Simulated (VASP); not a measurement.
# CsGa (NaTl type): single point with PBEsol

CsGa (NaTl type):

```
CELL_PARAMETERS angstrom
0.00000 3.40255 3.40255
3.40255 0.00000 3.40255
3.40255 3.40255 0.00000
ATOMIC_POSITIONS crystal
Cs 0.12500 0.12500 0.12500
Cs 0.87500 0.87500 0.87500
Ga 0.37500 0.37500 0.37500
Ga 0.62500 0.62500 0.62500
```

```yaml
Program: VASP 6.6.1
Task: single point
Functional: PBEsol
Potentials_or_basis: VASP PAW PBE potentials, release 64 (Cs_sv, Ga_d)
Cutoff: 520 eV
k_mesh: 6 × 6 × 6
Occupations: fermi-dirac, width 0.05 eV
Spin: no spin polarisation
```

| Item | Value |
| --- | --- |
| Pressure | 35.5 GPa |
| Band gap on the k mesh | zero (bands 22 and 23 overlap by 1.32 eV) |

Levels at points of the mesh, in eV from the Fermi level:
| k point | band 19 | band 20 | band 21 | band 22 | band 23 | band 24 | band 25 | band 26 |
| --- | --- | --- | --- | --- | --- | --- | --- | --- |
| (0.00, 0.00, 0.00) | -8.02 | -1.66 | -1.31 | -1.31 | -1.31 | 0.43 | 0.43 | 3.53 |
| (0.50, 0.00, 0.00) | -5.24 | -5.19 | -1.69 | -1.69 | 0.94 | 0.94 | 1.59 | 4.60 |
| (0.50, 0.50, 0.00) | -5.06 | -5.06 | -0.50 | -0.50 | 2.34 | 2.34 | 3.38 | 3.38 |

Wall time 22 s on 1 thread of Intel(R) Xeon(R) 6975P-C (Granite Rapids), with other jobs on the host, peak memory 0.21 GiB.

Caveat: the cell stands under pressure; the PAW data sets were made with another functional, which shifts forces and pressure a little; spin-orbit coupling is left out, which moves the levels of the heavy elements.
